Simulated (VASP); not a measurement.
Here is a VASP 6.6.1 calculation.

The input INCAR:

```
SYSTEM = Zr3H
ALGO = Normal
EDIFF = 1E-7
ENCUT = 520
GGA = PE
ISIF = 2
ISMEAR = 0
LASPH = .True.
LCHARG = .True.
LELF = .True.
LREAL = .False.
LVHAR = .True.
LWAVE = .False.
NBANDS = 26
NELM = 60
PREC = Accurate
SIGMA = 0.1
```

KPOINTS

```
k-points
0
Gamma
  6 6 6
  0 0 0
```

File POSCAR:

```
Zr3H
1.0
    5.6627105025      0.0000000000      0.0000000000
   -2.8313552512      4.9040511494      0.0000000000
    0.0000000000      0.0000000000      2.9674062605
Zr H
3 1
Direct
    0.5000000000      0.0000000000      0.5000000000
    0.0000000000      0.5000000000      0.5000000000
    0.5000000000      0.5000000000      0.5000000000
    0.0000000000      0.0000000000      0.5000000000
```

Potentials or basis: VASP PAW PBE potentials, release 64 (Zr_sv, H).

The run is started by

```sh
$ cat potpaw_PBE.64/Zr_sv/POTCAR potpaw_PBE.64/H/POTCAR > POTCAR
$ mpirun -np 1 vasp_std > vasp.out
```

**Question.** Predict the pressure.

**Answer.** 0.1 GPa.

Stress tensor (GPa, compression positive):
```
0.02 0.00 0.00
0.00 0.02 0.00
0.00 0.00 0.23
```
